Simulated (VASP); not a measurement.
A run of VASP 6.6.1 is set up as follows.

File POSCAR:

```
Zr2N
1.0
    5.4130027300      0.0000000000      0.0000000000
    0.0000000000      5.4130027300      0.0000000000
    0.0000000000      0.0000000000      3.3077891900
Zr N
4 2
Direct
    0.2961254600      0.2961254600      0.0000000000
    0.7038745400      0.7038745400      0.0000000000
    0.7961254600      0.2038745400      0.5000000000
    0.2038745400      0.7961254600      0.5000000000
    0.0000000000      0.0000000000      0.0000000000
    0.5000000000      0.5000000000      0.5000000000
```

Contents of INCAR.step1:

```
SYSTEM = Zr2N
  ALGO = Normal
  EDIFF = 1E-4
  ENCUT = 520
  GGA = PE
  ISMEAR = 1
  LASPH = .TRUE.
  LCHARG = .FALSE.
  LREAL = .FALSE.
  LWAVE = .TRUE.
  NBANDS = 38
  NELM = 80
  PREC = Accurate
  SIGMA = 0.01
```

INCAR.step2

```
SYSTEM = Zr2N
  ALGO = Normal
  EDIFF = 1E-6
  ENCUT = 520
  ISIF = 2
  ISMEAR = 1
  ISTART = 1
  LASPH = .TRUE.
  LCHARG = .FALSE.
  LMIXTAU = .TRUE.
  LREAL = .FALSE.
  LWAVE = .FALSE.
  METAGGA = R2SCAN
  NBANDS = 38
  NELM = 80
  PREC = Accurate
  SIGMA = 0.01
```

The input KPOINTS:

```
k-points
0
G
  8 8 10
  0 0 0
```

Potentials or basis: VASP PAW PBE potentials, release 64 (Zr_sv, N).

Launch:

```console
$ cat potpaw_PBE.64/Zr_sv/POTCAR potpaw_PBE.64/N/POTCAR > POTCAR
$ cp INCAR.step1 INCAR
$ mpirun -np 1 vasp_std > vasp.out
$ cp INCAR.step2 INCAR
$ mpirun -np 1 vasp_std > vasp.out
```

Predict the largest force.

0.035 eV/Å.

What does it give for the band gap on the k mesh?

Zero (band 29 reaches 11.22 eV, above the bottom of band 30 at 8.60 eV).

Estimate the pressure.

-0.1 GPa.

Stress tensor (GPa, compression positive):
```
 0.22  0.00  0.00
 0.00  0.22  0.00
 0.00  0.00 -0.64
```

Caveat: the PAW data sets were made with another functional, which shifts forces and pressure a little.
